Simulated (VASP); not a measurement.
# Zn (P6_3/mmc) in VASP: notebook

Runs on Zn. Level: RPBE. Tasks: single point.

Everything below comes from runs of VASP 6.6.1. Logs are shortened: lines on timing, memory, paths and dates and some standing lists are left out, and cuts for length are marked.

### 1 The cell of the first run

It takes space group P6_3/mmc (No. 194, hexagonal). Conventional cell: a = 2.801 Å, b = 2.801 Å, c = 10.494 Å, α = 90.00°, β = 90.00°, γ = 120.00°. Zn (site symmetry -3m) has 12 Zn at 2.80 to 3.08 Å within 3.7 Å. Zn (site symmetry -6m2) has 12 Zn at 2.80 to 3.08 Å within 3.7 Å.

### 2 Single point, RPBE (17.82 Å³/atom)

INCAR

```
SYSTEM = Zn
PREC = Accurate
ENCUT = 520
EDIFF = 1E-6
ISMEAR = -1
SIGMA = 0.1
LREAL = .False.
LASPH = .True.
NELM = 100
ALGO = Normal
ISIF = 2
LWAVE = .False.
LCHARG = .False.
GGA = RP
NBANDS = 32
```

KPOINTS

```
regular mesh
0
Gamma
  15 15 4
  0 0 0
```

POSCAR

```
Zn
1.0
    2.8006002454      0.0000000000      0.0000000000
   -1.4003001227      2.4253909584      0.0000000000
    0.0000000000      0.0000000000     10.4943830971
Zn
4
Direct
    1.0000000000      0.0000000000      1.0000000000
    1.0000000000      1.0000000000      0.5000000000
    0.3333333333      0.6666666667      0.2500000000
    0.6666666667      0.3333333333      0.7500000000
```

Potentials or basis: VASP PAW PBE potentials, release 64 (Zn).

Command:

```
> cat potpaw_PBE.64/Zn/POTCAR > POTCAR
> mpirun -np 1 vasp_std > vasp.out
```

OUTCAR:

```text
SYSTEM = Zn
   PREC = Accurate
   ENCUT = 520
   EDIFF = 1E-6
   ISMEAR = -1
   LREAL = .False.
   LASPH = .True.
   NELM = 100
   ISIF = 2
   GGA = RP

 ion  position               nearest neighbor table
   1  0.000  0.000  0.000-
   2  0.000  0.000  0.500-
   3  0.333  0.667  0.250-
   4  0.667  0.333  0.750-

  LATTYP: Found a hexagonal cell.
 ALAT       =     2.8006002454
 C/A-ratio  =     3.7471906654

  Lattice vectors:

 A1 = (   2.8006002454,   0.0000000000,   0.0000000000)
 A2 = (  -1.4003001227,   2.4253909584,   0.0000000000)
 A3 = (   0.0000000000,   0.0000000000,  10.4943830971)

Analysis of symmetry for initial positions (statically):
=====================================================================
 Subroutine PRICEL returns:
 Original cell was already a primitive cell.

 Routine SETGRP: Setting up the symmetry group for a
 hexagonal supercell.

 Subroutine GETGRP returns: Found 24 space group operations
 (whereof 12 operations were pure point group operations)
 out of a pool of 24 trial point group operations.

The static configuration has the point symmetry D_3d.
 The point group associated with its full space group is D_6h.

Analysis of symmetry for dynamics (positions and initial velocities):
=====================================================================
 Subroutine PRICEL returns:
 Original cell was already a primitive cell.

 Routine SETGRP: Setting up the symmetry group for a
 hexagonal supercell.

 Subroutine GETGRP returns: Found 24 space group operations
 (whereof 12 operations were pure point group operations)
 out of a pool of 24 trial point group operations.

The dynamic configuration has the point symmetry D_3d.
 The point group associated with its full space group is D_6h.

 Subroutine INISYM returns: Found 24 space group operations
 (whereof 12 operations are pure point group operations),
 and found     1 'primitive' translations

----------------------------------------------------------------------------------------

                                     Primitive cell
[... 79 lines left out ...]
   total plane-waves  NPLWV =  46080
   dimension x,y,z NGX =    24 NGY =   24 NGZ =   80
   dimension x,y,z NGXF=    48 NGYF=   48 NGZF=  160
   ions per type =               4
   NGX,Y,Z   is equivalent  to a cutoff of  14.25, 14.25, 12.67 a.u.
   NGXF,Y,Z  is equivalent  to a cutoff of  28.49, 28.49, 25.35 a.u.
 SYSTEM =  Zn
   PREC   = accura    normal or accurate (medium, high low for compatibility)
   ISTART =      0    job   : 0-new  1-cont  2-samecut
   ICHARG =      2    charge: 1-file 2-atom 10-const
   ISPIN  =      1    spin polarized calculation?
   LNONCOLLINEAR =      F non collinear calculations
   LSORBIT =      F    spin-orbit coupling
   LASPH  =      T    aspherical Exc in radial PAW
   ENCUT  =  520.0 eV  38.22 Ry    6.18 a.u.   5.21  5.21 19.51*2*pi/ulx,y,z
   NELM   =    100;   NELMIN=  2; NELMDL= -5     # of ELM steps
   EDIFF  = 0.1E-05   stopping-criterion for ELM
   LREAL  =      F    real-space projection
[... 7 lines left out ...]
   TEBEG  =    0.0;   TEEND  =   0.0 temperature during run
   PSTRESS=    0.0 pullay stress
   NELECT =      48.0000    total number of electrons
   NUPDOWN=      -1.0000    fix difference up-down
   EMIN   =  10.00;   EMAX   =-10.00  energy-range for DOS
   EFERMI =   0.00;   METHOD = LEGACY
   ISMEAR =    -1;   SIGMA  =   0.10  broadening in eV -4-tet -1-fermi 0-gaus
   EFERMI_NEDOS =   21; number of points for ismear=-14 and -15
   IALGO  =     38    algorithm
   IMIX   =      4    mixing-type and parameters
     AMIX     =   0.40;   BMIX     =  1.00
     AMIX_MAG =   1.60;   BMIX_MAG =  1.00
  volume/ion in A,a.u.               =      17.82       120.26
  Fermi-wavevector in a.u.,A,eV,Ry     =   1.434912  2.711591 28.014027  2.058973
  Thomas-Fermi vector in A             =   2.554269
   LORBIT       =      0    0 simple, 1 ext, 2 COOP (PROOUT), +10 PAW based schemes
   GGA     = RP    functional components
   LHFCALC =     F    Hartree Fock is set to
   AEXX    =    0.0000 exact exchange contribution
   IVDW    =     0    specifies the selected vdW correction
   LEPSILON=     F    determine dielectric tensor
   LRPA    =     F    only Hartree local field effects (RPA)
 non-spin polarized calculation
  energy-cutoff  :      520.00
  volume of cell :       71.28
 maximum number of plane-waves:      1935
 NGX is ok and might be reduce to    24
   NGX = 11   NGY = 11   NGZ = 39

 number of electron      47.9999943 magnetization

 Free energy of the ion-electron system (eV)
  ---------------------------------------------------
  ext. energy  EPLUGINS =         0.00000000
  ---------------------------------------------------
  free energy    TOTEN  =        -2.83575899 eV

  energy without entropy =       -2.79581729  energy(sigma->0) =       -2.81578814

 E-fermi :   2.2469     XC(G=0): -10.6137

 val. band max:        2.2407854361   @ k =   0.2667   0.0667   0.0000
 cond. band min:       2.2632409376   @ k =   0.2000   0.0667   0.2500
 fundamental gap:      0.0224555015
 Fermi energy:         2.2468513142

 k-point     1 :       0.0000    0.0000    0.0000
  band No.  band energies     occupation
      1      -6.9938      2.00000
      2      -5.9981      2.00000
      3      -5.9960      2.00000
      4      -5.7534      2.00000
      5      -5.2732      2.00000
      6      -5.1021      2.00000
[... 829 lines left out ...]
     31       7.1701      0.00000
     32       7.5134      0.00000

 [... further k-points ...]

------------------------ aborting loop because EDIFF is reached ----------------------------------------

  FORCE on cell =-STRESS in cart. coord.  units (eV):
  Direction    XX          YY          ZZ          XY          YZ          ZX
  --------------------------------------------------------------------------------------
  -------------------------------------------------------------------------------------
  Total       -2.6180237     -2.6180237     -1.3390175     -0.0000000     -0.0000000      0.0000000
  in kB      -58.8429401    -58.8429401    -30.0958798     -0.0000000     -0.0000000      0.0000000
  external PRESSURE =     -49.2605867 kB  Pullay stress =       0.0000000 kB

 VOLUME and BASIS-vectors are now :
 -----------------------------------------------------------------------------
  energy-cutoff  :      520.00
  volume of cell :       71.28
      direct lattice vectors                 reciprocal lattice vectors
     2.800600245  0.000000000  0.000000000     0.357066312  0.206152331  0.000000000
    -1.400300123  2.425390958  0.000000000     0.000000000  0.412304662  0.000000000
     0.000000000  0.000000000 10.494383097     0.000000000  0.000000000  0.095289069

 POSITION                                       TOTAL-FORCE (eV/Angst)
 -----------------------------------------------------------------------------------
      0.00000      0.00000      0.00000         0.000000      0.000000      0.000000
      0.00000      0.00000      5.24719         0.000000      0.000000      0.000000
     -0.00000      1.61693      2.62360        -0.000000     -0.000000     -0.000000
      1.40030      0.80846      7.87079        -0.000000      0.000000      0.000000
 -----------------------------------------------------------------------------------
    total drift:                               -0.000000      0.000000     -0.000000

  FREE ENERGIE OF THE ION-ELECTRON SYSTEM (eV)
  ---------------------------------------------------
  free  energy   TOTEN  =        -2.8357589921 eV

  energy  without entropy=       -2.7958172899  energy(sigma->0) =       -2.81578814
```

Wall time 2 min (1 thread of AMD EPYC 7R13 (Zen 3), shared host); peak memory 0.25 GiB.

Results:

```
Free energy            : -2.8358 eV
Pressure               : -4.9 GPa
Band gap on the k mesh : zero (bands 24 and 25 overlap by 4.56 eV)
```

Stress tensor (GPa, compression positive):
```
-5.88  0.00  0.00
 0.00 -5.88  0.00
 0.00  0.00 -3.01
```

Caveat: the cell stands under tension; the PAW data sets were made with another functional, which shifts forces and pressure a little.

[end of part 1 of 2]

The gap in the log of VASP goes by the Fermi energy; the results here count the filled bands.